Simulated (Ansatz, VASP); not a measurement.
One calculation of SiHg, two programs

```
CELL_PARAMETERS angstrom
3.47543 0.00000 0.00000
0.00000 3.47543 0.00000
0.00000 0.00000 3.47543
ATOMIC_POSITIONS crystal
Si 0.00000 0.00000 0.00000
Hg 0.50000 0.50000 0.50000
```

Change from the starting cell: species swapped into the MnCo type (Pm-3m, No. 221).

Alike in both runs: task relaxation of cell and atoms; functional PBE; k mesh 16 × 16 × 16; occupations gaussian, width 0.1 eV; no spin polarisation.

|  | VASP | Ansatz |
| --- | --- | --- |
| version | VASP 6.6.1 | Ansatz 0.2.0 |
| potentials or method | VASP PAW PBE potentials, release 64 (Si, Hg), cutoff 600 eV | scalar-relativistic, plane waves, PAW |
| valence electrons in the cell | 16 | 24 |

|  | VASP | Ansatz | Ansatz less VASP |
| --- | --- | --- | --- |
| gap on the k mesh at the Fermi level, each at its own relaxed structure (eV) | none | none | - |
| relaxed volume (Å³/atom) | 20.61 | 20.52 | -0.095 |
| relaxed cell length with the largest relative difference (Å) | 3.455 | 3.449 | -0.0053 |

A gap of «none» marks a metal or a gap that the smearing closes. VASP's potentials hold 16 valence electrons a cell and Ansatz's 24, so a difference there can come from the potentials and not from the codes.

Spin-orbit coupling is off throughout.
